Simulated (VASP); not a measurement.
Write the native input for VASP 6.6.1 that does the following.

| Quantity | Value |
| --- | --- |
| Task | single point |
| Functional | r2SCAN |
| Potentials or basis | VASP PAW PBE potentials, release 64 (Pb_d, S) |
| Cutoff | 550 eV |
| k mesh | 2 × 2 × 2 |
| Occupations | fermi-dirac, width 0.02 eV |
| Spin | no spin polarisation |
| Dipole correction | no |
| Further INCAR settings | ALGO = Normal; EDIFF = 1e-06; NBANDS = 94 |

PbS:

```xyz
16
Lattice="0.0000 5.9315 5.9315 5.9315 0.0000 5.9315 5.9315 5.9315 0.0000" Properties=species:S:1:pos:R:3 pbc="T T T"
Pb    0.0000    0.0000    0.0000
Pb    2.9657    2.9657    0.0000
Pb    2.9657    0.0000    2.9657
Pb    5.9315    2.9657    2.9657
Pb    0.0000    2.9657    2.9657
Pb    2.9657    5.9315    2.9657
Pb    2.9657    2.9657    5.9315
Pb    5.9315    5.9315    5.9315
S     2.9657    2.9657    2.9657
S     5.9315    5.9315    2.9657
S     5.9315    2.9657    5.9315
S     8.8972    5.9315    5.9315
S     2.9657    5.9315    5.9315
S     5.9315    8.8972    5.9315
S     5.9315    5.9315    8.8972
S     8.8972    8.8972    8.8972
```

These files were run (other wordings do the same):

POSCAR

```
PbS
1.0
    0.0000000000      5.9315000000      5.9315000000
    5.9315000000      0.0000000000      5.9315000000
    5.9315000000      5.9315000000      0.0000000000
Pb S
8 8
Direct
    0.0000000000      0.0000000000      0.0000000000
    0.0000000000      0.0000000000      0.5000000000
    0.0000000000      0.5000000000      0.0000000000
    0.0000000000      0.5000000000      0.5000000000
    0.5000000000      0.0000000000      0.0000000000
    0.5000000000      0.0000000000      0.5000000000
    0.5000000000      0.5000000000      0.0000000000
    0.5000000000      0.5000000000      0.5000000000
    0.2500000000      0.2500000000      0.2500000000
    0.2500000000      0.2500000000      0.7500000000
    0.2500000000      0.7500000000      0.2500000000
    0.2500000000      0.7500000000      0.7500000000
    0.7500000000      0.2500000000      0.2500000000
    0.7500000000      0.2500000000      0.7500000000
    0.7500000000      0.7500000000      0.2500000000
    0.7500000000      0.7500000000      0.7500000000
```

INCAR.step1

```
SYSTEM = PbS
ALGO = Normal ; EDIFF = 1E-5
ENCUT = 550 ; GGA = PE
GGA_COMPAT = .False. ; ISMEAR = -1
LASPH = .True. ; LCHARG = .False.
LREAL = .False. ; LWAVE = .True.
NBANDS = 94 ; NELM = 120
PREC = Accurate ; SIGMA = 0.02
```

INCAR.step2

```
SYSTEM = PbS
ALGO = Normal ; EDIFF = 1E-6
ENCUT = 550 ; GGA_COMPAT = .False.
ISIF = 2 ; ISMEAR = -1
ISTART = 1 ; LASPH = .True.
LCHARG = .True. ; LELF = .True.
LMIXTAU = .True. ; LREAL = .False.
LVHAR = .True. ; LWAVE = .False.
METAGGA = R2SCAN ; NBANDS = 94
NELM = 120 ; PREC = Accurate
SIGMA = 0.02
```

KPOINTS

```
k-points
0
Gamma
  2 2 2
  0 0 0
```

Potentials or basis: VASP PAW PBE potentials, release 64 (Pb_d, S).

Run with:

```bash
$ cat potpaw_PBE.64/Pb_d/POTCAR potpaw_PBE.64/S/POTCAR > POTCAR
$ cp INCAR.step1 INCAR
$ mpirun -np 1 vasp_std > vasp.out
$ cp INCAR.step2 INCAR
$ mpirun -np 1 vasp_std > vasp.out
```

Results of the run:

```yaml
Pressure: 1.4 GPa
Band_gap_on_the_k_mesh: 0.62 eV
```

Caveat: the k points lie up to 0.46 Å⁻¹ apart; the PAW data sets were made with another functional, which shifts forces and pressure a little; spin-orbit coupling is left out, which moves the levels of the heavy elements.

Wall time 12 min on 1 thread of Intel(R) Xeon(R) Platinum 8259CL CPU @ 2.50GHz (Skylake/Cascade Lake) (shared host), peak memory 0.67 GiB.
